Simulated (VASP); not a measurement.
Here is a VASP 6.6.1 calculation.

File INCAR:

```
SYSTEM = Pd
  PREC = Accurate
  ENCUT = 600
  EDIFF = 1E-7
  ISMEAR = 0
  SIGMA = 0.01
  LREAL = .False.
  LASPH = .True.
  NELM = 80
  ALGO = Normal
  ISIF = 3
  LWAVE = .False.
  LCHARG = .False.
  IBRION = 2
  NSW = 80
  EDIFFG = -0.01
```

The input KPOINTS:

```
regular mesh
0
Gamma
  13 13 13
  0 0 0
```

POSCAR

```
Pd
1.0
   -1.5722810000      1.5722810000      1.5722810000
    1.5722810000     -1.5722810000      1.5722810000
    1.5722810000      1.5722810000     -1.5722810000
Pd
1
Direct
    0.0000000000      0.0000000000      0.0000000000
```

Potentials or basis: VASP PAW LDA potentials, release 64 (Pd).

Launch:

```sh
$ cat potpaw_LDA.64/Pd/POTCAR > POTCAR
$ mpirun -np 1 vasp_std > vasp.out
```

Problem. What does it give for the space group after relaxing (to 0.05 Å)?

Solution. Im-3m (No. 229).

Problem. What does it give for the relaxed cell?

Solution. a = 2.647 Å, b = 2.647 Å, c = 2.647 Å, α = 109.47°, β = 109.47°, γ = 109.47°.

Step by step:
```csv
step,energy change (eV),largest force (eV/Å),pressure (GPa),volume (Å³)
1,0.0000,0.0000,-15.11,15.55
2,0.1416,0.0000,42.55,12.48
3,-0.0658,0.0000,-0.72,14.32
4,-0.0659,0.0000,-0.17,14.28
5,-0.0659,0.0000,0.22,14.26
6,-0.0659,0.0000,-0.31,14.29
7,-0.0659,0.0000,-0.01,14.27
```
